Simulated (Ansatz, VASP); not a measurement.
# One calculation of HfC, two programs

File POSCAR:

```
HfC
1.0
    0.0000000000      2.3203429225      2.3203429225
    2.3203429225      0.0000000000      2.3203429225
    2.3203429225      2.3203429225      0.0000000000
Hf C
1 1
Direct
    0.5000000000      0.5000000000      0.5000000000
    0.0000000000      0.0000000000      0.0000000000
```

INCAR.step1

```
SYSTEM = HfC
ALGO = Normal
EDIFF = 1E-4
ENCUT = 520
GGA = PE
ISMEAR = 0
ISYM = 0
LASPH = .True.
LCHARG = .False.
LREAL = .False.
LWAVE = .True.
NBANDS = 14
NELM = 60
PREC = Accurate
SIGMA = 0.05
```

INCAR.step2

```
SYSTEM = HfC
ALGO = Normal
EDIFF = 1E-7
ENCUT = 520
ISIF = 2
ISMEAR = 0
ISTART = 1
ISYM = 0
LASPH = .True.
LCHARG = .False.
LMIXTAU = .True.
LREAL = .False.
LWAVE = .False.
METAGGA = R2SCAN
NBANDS = 14
NELM = 60
PREC = Accurate
SIGMA = 0.05
```

KPOINTS

```
k-points
0
Gamma
  12 12 12
  0 0 0
```

Input for Ansatz:

```yaml
crystal:
  lattice:
    - [0.0, 2.3203429225, 2.3203429225]
    - [2.3203429225, 0.0, 2.3203429225]
    - [2.3203429225, 2.3203429225, 0.0]
  atoms:
    - { symbol: Hf, position: [0.5, 0.5, 0.5] }
    - { symbol: C, position: [0.0, 0.0, 0.0] }
  symmetry: { detect: false }
basis:
  ecutwfc: 500
  ecutrho_ratio: 4
kpoints:
  mp_grid: { grid: [12, 12, 12] }
hamiltonian:
  xc: r2scan
scf:
  occupations: { method: gaussian, width: 0.05 }
output:
  forces: true
  stress: true
```

Alike in both runs: task single point; functional r2SCAN; k mesh 12 × 12 × 12; occupations gaussian, width 0.05 eV; no spin polarisation.

|  | VASP | Ansatz |
| --- | --- | --- |
| version | VASP 6.6.1 | Ansatz 0.2.0 |
| potentials or method | VASP PAW PBE potentials, release 64 (Hf_pv, C), cutoff 520 eV | scalar-relativistic, plane waves, PAW |
| valence electrons in the cell | 14 | 30 |

VASP gave:

- pressure (GPa): -1.1

**Question.** Which values does Ansatz return?

**Answer.** Pressure (GPa): 0.0.

VASP's potentials were made for PBE, not for r2SCAN. The functional is the same, so the differences come from potentials, cutoffs and numerics. VASP's potentials hold 14 valence electrons a cell and Ansatz's 30, so a difference there can come from the potentials and not from the codes.

Neither program's run includes spin-orbit coupling.
